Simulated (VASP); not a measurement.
The system is SiO2.

```
Si O
1.0
     4.90800    0.00000    0.00000
     0.00000    4.90800    0.00000
     0.00000    0.00000    6.78400
Si O
4 8
Direct
  0.30830 0.30830 0.00000
  0.19170 0.80830 0.25000
  0.69170 0.69170 0.50000
  0.80830 0.19170 0.75000
  0.23870 0.11610 0.18650
  0.38390 0.73870 0.43650
  0.76130 0.88390 0.68650
  0.61610 0.26130 0.93650
  0.73870 0.38390 0.56350
  0.88390 0.76130 0.31350
  0.26130 0.61610 0.06350
  0.11610 0.23870 0.81350
```

| Quantity | Value |
| --- | --- |
| Program | VASP 6.6.1 |
| Task | relaxation of the atoms |
| Functional | PBE |
| Potentials or basis | VASP PAW PBE potentials, release 64 (Si, O) |
| Cutoff | 520 eV |
| k mesh | 5 × 5 × 4 |
| Occupations | fermi-dirac, width 0.02 eV |
| Spin | no spin polarisation |

At the start: pressure 9.7 GPa; volume 13.62 Å³/atom.

Problem. How do energy, volume and symmetry change on relaxing?

Solution. Over 11 steps the energy falls by 17.4 meV/atom; space group P4_12_12 (No. 92, to 0.1 Å) before and after.

The path:
| step | energy change (eV) | largest force (eV/Å) | pressure (GPa) |
| --- | --- | --- | --- |
| 1 | 0.0000 | 0.8905 | 9.71 |
| 2 | 0.2289 | 2.4568 | 8.11 |
| 3 | -0.0671 | 0.5429 | 8.83 |
| 4 | -0.1500 | 0.2491 | 6.22 |
| 5 | -0.1767 | 0.2234 | 3.64 |
| 6 | -0.1920 | 0.1668 | 3.19 |
| 7 | -0.2083 | 0.0212 | 2.05 |
| 8 | -0.2083 | 0.0205 | 2.08 |
| 9 | -0.2084 | 0.0303 | 2.23 |
| 10 | -0.2085 | 0.0236 | 2.19 |
| 11 | -0.2085 | 0.0040 | 2.27 |

Final structure:
```
Si O
1.0
     4.90800    0.00000    0.00000
     0.00000    4.90800    0.00000
     0.00000    0.00000    6.78400
Si O
4 8
Direct
  0.31272 0.31272 0.00000
  0.18728 0.81272 0.25000
  0.68728 0.68728 0.50000
  0.81272 0.18728 0.75000
  0.23375 0.13052 0.19196
  0.36948 0.73375 0.44196
  0.76625 0.86948 0.69196
  0.63052 0.26625 0.94196
  0.73375 0.36948 0.55804
  0.86948 0.76625 0.30804
  0.26625 0.63052 0.05804
  0.13052 0.23375 0.80804
```
